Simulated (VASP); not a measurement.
Wanted: the native input for a VASP 6.6.1 run.

| Quantity | Value |
| --- | --- |
| Task | single point |
| Functional | LDA |
| Potentials or basis | VASP PAW LDA potentials, release 64 (Ca_sv) |
| Cutoff | 520 eV |
| k mesh | 15 × 15 × 8 |
| Occupations | gaussian, width 0.15 eV |
| Spin | no spin polarisation |
| Dipole correction | no |
| Further INCAR settings | ALGO = Fast; EDIFF = 1e-07; NBANDS = 17 |

The structure of Ca lies in POSCAR:

```
Ca
1.0
    3.8605995350      0.0000000000      0.0000000000
   -1.9302997675      3.3433772711      0.0000000000
    0.0000000000      0.0000000000      6.3244000000
Ca
2
Direct
    0.3333333333      0.6666666667      0.2500000000
    0.6666666667      0.3333333333      0.7500000000
```

This isn't the form of Ca at room conditions, which is fcc.

This cell differs from its parent crystal: strain -0.030 along x and y, -0.030 along z.

These files were run (other wordings do the same):

INCAR

```
ALGO = Fast
EDIFF = 1E-7
ENCUT = 520
ISIF = 2
ISMEAR = 0
LASPH = T
LCHARG = T
LELF = T
LREAL = F
LVHAR = T
LWAVE = F
NBANDS = 17
NELM = 100
PREC = Accurate
SIGMA = 0.15
```

KPOINTS

```
k-points
0
Gamma
  15 15 8
```

Potentials or basis: VASP PAW LDA potentials, release 64 (Ca_sv).

The run is started by

```sh
$ cat potpaw_LDA.64/Ca_sv/POTCAR > POTCAR
$ mpirun -np 1 vasp_std > vasp.out
```

Results of the run:

```
Pressure               : -1.1 GPa
Band gap on the k mesh : zero (bands 10 and 11 overlap by 0.36 eV)
```

Caveat: the cell differs from its parent crystal (strain -0.030 along x and y, -0.030 along z).

Wall time 8.1 min on 1 thread of Intel Xeon 8259CL (shared host), peak memory 0.28 GiB.
